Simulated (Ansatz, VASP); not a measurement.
# Si5N in VASP and in Ansatz

```
Si N
1.0
     4.72620    0.00000    0.00000
    -2.36310    4.09301    0.00000
     0.00000    0.00000    4.72238
Si N
5 1
Direct
  0.50000 0.00000 0.50000
  0.50000 0.50000 0.50000
  0.00000 0.50000 0.50000
  0.33333 0.66667 0.00000
  0.66667 0.33333 0.00000
  0.00000 0.00000 0.00000
```

Change from the starting cell: species swapped into the YCu5 type (P6/mmm, No. 191).

Alike in both runs: functional PBE; k mesh 12 × 12 × 8; occupations gaussian, width 0.1 eV; collinear spin.

Ansatz relaxed the structure, and its values are those at the end. VASP's run is a single point on that final structure, the one shown.

|  | VASP | Ansatz |
| --- | --- | --- |
| version | VASP 6.6.1 | Ansatz 0.2.0 |
| potentials or method | VASP PAW PBE potentials, release 64 (Si, N), cutoff 520 eV | scalar-relativistic, plane waves, PAW |
| valence electrons in the cell | 25 | 25 |

VASP gave:

- gap on the k mesh at the Fermi level (eV): none
- pressure (GPa): -0.1
- net moment per atom (μB): 0.23
- size of the moment on the site where the two differ most (μB): 0.95

What did Ansatz give for the same quantities?

gap on the k mesh at the Fermi level (eV): none; pressure (GPa): 0.0; net moment per atom (μB): 0.23; size of the moment on the site where the two differ most (μB): 1.27.

Site moments also hang on the region over which each program counts them. A gap of «none» marks a metal or a gap that the smearing closes. The functional is the same, so the differences come from potentials, cutoffs and numerics.
